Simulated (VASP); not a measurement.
Write the native input for VASP 6.6.1 that does the following.

```yaml
Task: relaxation of cell and atoms
Functional: PBEsol
Dispersion: D4
Potentials_or_basis: VASP PAW PBE potentials, release 64 (Ru_pv)
Cutoff: 600 eV
k_mesh: 11 × 11 × 6
Occupations: fermi-dirac, width 0.05 eV
Spin: no spin polarisation
Dipole_correction: no
Further_INCAR_settings: ALGO = Normal; EDIFF = 1e-07; IBRION = 2; EDIFFG = -0.02; NSW = 80; ISIF = 3
```

The structure of Ru lies in POSCAR:

```
Ru
1.0
    2.7058000000      0.0000000000      0.0000000000
   -1.3529000000      2.3432915376      0.0000000000
    0.0000000000      0.0000000000      4.2819000000
Ru
2
Direct
    0.6666666667      0.3333333333      0.7500000000
    0.3333333333      0.6666666667      0.2500000000
```

The input as run:

INCAR

```
SYSTEM = Ru
ALGO = Normal
EDIFF = 1E-7
EDIFFG = -0.02
ENCUT = 600
GGA = PS
IBRION = 2
ISIF = 3
ISMEAR = -1
IVDW = 13
LASPH = .True.
LCHARG = .False.
LREAL = .False.
LWAVE = .False.
NELM = 80
NSW = 80
PREC = Accurate
SIGMA = 0.05
```

KPOINTS

```
k-points
0
Gamma
  11 11 6
  0 0 0
```

Potentials or basis: VASP PAW PBE potentials, release 64 (Ru_pv).

Run with:

```sh
$ cat potpaw_PBE.64/Ru_pv/POTCAR > POTCAR
$ mpirun -np 1 vasp_std > vasp.out
```

Results of the run:

| Property | Result |
| --- | --- |
| Relaxed volume | 13.19 Å³/atom |
| Relaxed cell | a = 2.681 Å, b = 2.681 Å, c = 4.240 Å, α = 90.00°, β = 90.00°, γ = 120.00° |
| Space group after relaxing (to 0.05 Å) | P6_3/mmc (No. 194) |
| Energy gained by relaxing | 11.8 meV/atom |
| Ionic steps | 4 |
| Pressure after relaxing | 0.0 GPa |
| Band gap on the k mesh | zero (band 14 reaches 14.80 eV, above the bottom of band 15 at 11.58 eV) |
| Dispersion energy per atom | -0.313 eV |

Caveat: the PAW data sets were made with another functional, which shifts forces and pressure a little; pairwise dispersion overbinds metals, which lowers pressure and volume.

Run time: 46 s on 1 thread of Intel(R) Xeon(R) 6975P-C (Granite Rapids), with other jobs on the host, peak memory 0.18 GiB.
